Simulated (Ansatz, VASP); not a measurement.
# LiF: VASP beside Ansatz

Contents of INCAR:

```
SYSTEM = LiF
PREC     = Accurate       ! precision mode
ENCUT    = 520            ! plane-wave cutoff, eV
EDIFF    = 1E-7           ! SCF threshold, eV
ISMEAR   = 0              ! smearing method
SIGMA    = 0.05           ! smearing width, eV
LREAL    = .False.        ! projectors in reciprocal space
LASPH    = .True.         ! aspherical terms in the spheres
NELM     = 80             ! most SCF steps
ALGO     = Normal         ! electronic algorithm
ISIF     = 2              ! what is computed and relaxed
LWAVE    = .False.        ! write WAVECAR
LCHARG   = .True.         ! write CHGCAR
LELF     = .True.         ! ELF
LVHAR    = .True.       
NBANDS   = 12             ! bands
```

File KPOINTS:

```
regular mesh
0
Gamma
  10 10 10
  0 0 0
```

The input POSCAR:

```
LiF
1.0
    2.5595330000      0.0000000000      0.0000000000
    0.0000000000      2.5595330000      0.0000000000
    0.0000000000      0.0000000000      2.6875096500
Li F
1 1
Direct
    0.0000000000      0.0000000000      0.0000000000
    0.5000000000      0.5000000000      0.5000000000
```

Input for Ansatz:

```yaml
crystal:
  lattice:
    - [2.559533, 0.0, 0.0]
    - [0.0, 2.559533, 0.0]
    - [0.0, 0.0, 2.68750965]
  atoms:
    - { symbol: Li, position: [0.0, 0.0, 0.0] }
    - { symbol: F, position: [0.5, 0.5, 0.5] }
basis:
  ecutwfc: 420
kpoints:
  mp_grid: { grid: [10, 10, 10] }
hamiltonian:
  xc: lda
scf:
  occupations: { method: gaussian, width: 0.05 }
output:
  forces: true
  stress: true
  eigenvalues: true
```

Change from the starting cell: strain +0.000 along x and y, +0.050 along z, atoms carried along.

Alike in both runs: task single point; functional LDA; k mesh 10 × 10 × 10; occupations gaussian, width 0.05 eV; no spin polarisation.

|  | VASP | Ansatz |
| --- | --- | --- |
| version | VASP 6.6.1 | Ansatz 0.2.0 |
| potentials or method | VASP PAW LDA potentials, release 64 (Li_sv, F), cutoff 520 eV | scalar-relativistic, plane waves, PAW |
| valence electrons in the cell | 10 | 10 |

|  | VASP | Ansatz | Ansatz less VASP |
| --- | --- | --- | --- |
| gap on the k mesh at the Fermi level (eV) | 6.77 | 6.78 | +0.006 |
| least direct gap on the mesh (eV) | 7.36 | 7.36 | +0.004 |

LDA's correlation is that of Perdew and Zunger in VASP and of Perdew and Wang (1992) in Ansatz.

Noted on VASP's run: the cutoff is short for stress, so the pressure is rough.
